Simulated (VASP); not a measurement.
Set up this calculation in VASP 6.6.1, as the native input.

```yaml
Task: single point
Functional: LDA
Potentials_or_basis: VASP PAW LDA potentials, release 64 (Cu, I)
Cutoff: 520 eV
k_mesh: 8 × 8 × 8
Occupations: gaussian, width 0.01 eV
Spin: no spin polarisation
Dipole_correction: no
Further_INCAR_settings: ALGO = Normal; EDIFF = 1e-07; NBANDS = 16
```

The structure of CuI lies in POSCAR:

```
CuI
1.0
    0.0000000000      3.0120289470      3.0120289470
    3.0120289470      0.0000000000      3.0120289470
    3.0120289470      3.0120289470      0.0000000000
Cu I
1 1
Direct
    0.0000000000      0.0000000000      0.0000000000
    0.2500000000      0.2500000000      0.2500000000
```

One way to write it, as run:

INCAR

```
SYSTEM = CuI
  PREC = Accurate
  ENCUT = 520
  EDIFF = 1E-7
  ISMEAR = 0
  SIGMA = 0.01
  LREAL = .FALSE.
  LASPH = .TRUE.
  NELM = 60
  ALGO = Normal
  ISIF = 2
  LWAVE = .FALSE.
  LCHARG = .TRUE.
  GGA = CA
  LELF = .TRUE.
  LVHAR = .TRUE.
  NBANDS = 16
```

KPOINTS

```
regular mesh
0
G
  8 8 8
  0 0 0
```

Potentials or basis: VASP PAW LDA potentials, release 64 (Cu, I).

The run is started by

```bash
$ cat potpaw_LDA.64/Cu/POTCAR potpaw_LDA.64/I/POTCAR > POTCAR
$ mpirun -np 1 vasp_std > vasp.out
```

It gave:

| Item | Value |
| --- | --- |
| Pressure | -3.6 GPa |
| Band gap on the k mesh | 1.05 eV, direct |

Caveat: spin-orbit coupling is left out, which moves the levels of the heavy elements.

Run time: 18 s on 1 thread of Intel Xeon 6975P-C (shared host), peak memory 0.16 GiB.
